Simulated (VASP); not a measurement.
The system is Al3H.

```
CELL_PARAMETERS angstrom
2.91675 0.00000 0.00000
-1.45838 2.52598 0.00000
0.00000 0.00000 9.11663
ATOMIC_POSITIONS crystal
Al 0.00000 0.00000 0.00000
Al 0.66667 0.33333 0.73091
Al 0.66667 0.33333 0.26909
H 0.00000 0.00000 0.50000
```

The cell was generated, and may not be a known phase.

| Property | Result |
| --- | --- |
| Program | VASP 6.6.1 |
| Task | relaxation of cell and atoms |
| Functional | PBE |
| Potentials or basis | VASP PAW PBE potentials, release 64 (Al, H) |
| Cutoff | 600 eV |
| k mesh | 6 × 6 × 2 |
| Occupations | gaussian, width 0.1 eV |
| Spin | no spin polarisation |

At the start: pressure -8.1 GPa; volume 16.79 Å³/atom.

Q: How do energy, volume and symmetry change on relaxing?

A: Over 15 steps the energy falls by 202.2 meV/atom and the volume is 13.53 Å³/atom (-19.4 %); space group P-6m2 (No. 187, to 0.1 Å) before and after.

The path:
| step | energy change (eV) | largest force (eV/Å) | pressure (GPa) | volume (Å³) |
| --- | --- | --- | --- | --- |
| 1 | 0.0000 | 0.5990 | -8.08 | 67.17 |
| 2 | -0.3499 | 0.8093 | -3.30 | 59.27 |
| 3 | -0.4145 | 0.9813 | 1.09 | 55.24 |
| 4 | -0.5197 | 0.8582 | 1.06 | 54.72 |
| 5 | -0.7560 | 0.4591 | 1.43 | 53.17 |
| 6 | -0.0074 | 3.9650 | 12.04 | 50.07 |
| 7 | -0.7559 | 0.4617 | 1.74 | 52.94 |
| 8 | -0.7623 | 0.3514 | 4.32 | 51.51 |
| 9 | -0.7826 | 0.0997 | 2.60 | 52.29 |
| 10 | -0.7944 | 0.1269 | -2.08 | 55.66 |
| 11 | -0.8036 | 0.0433 | -0.38 | 54.29 |
| 12 | -0.8070 | 0.0783 | 0.07 | 54.20 |
| 13 | -0.8080 | 0.0718 | -0.08 | 54.23 |
| 14 | -0.8080 | 0.0714 | -0.09 | 54.23 |
| 15 | -0.8086 | 0.0255 | 0.06 | 54.12 |

Final structure:
```
Al H
1.0
     2.76569    0.00000    0.00000
    -1.38285    2.39516    0.00000
     0.00000    0.00000    8.16969
Al H
3 1
Direct
  0.00000 0.00000 0.00000
  0.66667 0.33333 0.68701
  0.66667 0.33333 0.31299
  0.00000 0.00000 0.50000
```

Caveat: the k points lie up to 0.44 Å⁻¹ apart in the final cell, too coarse for converged energies and pressures of a metal; the volume moved by over 15 % at a fixed basis, so the end points are rough.
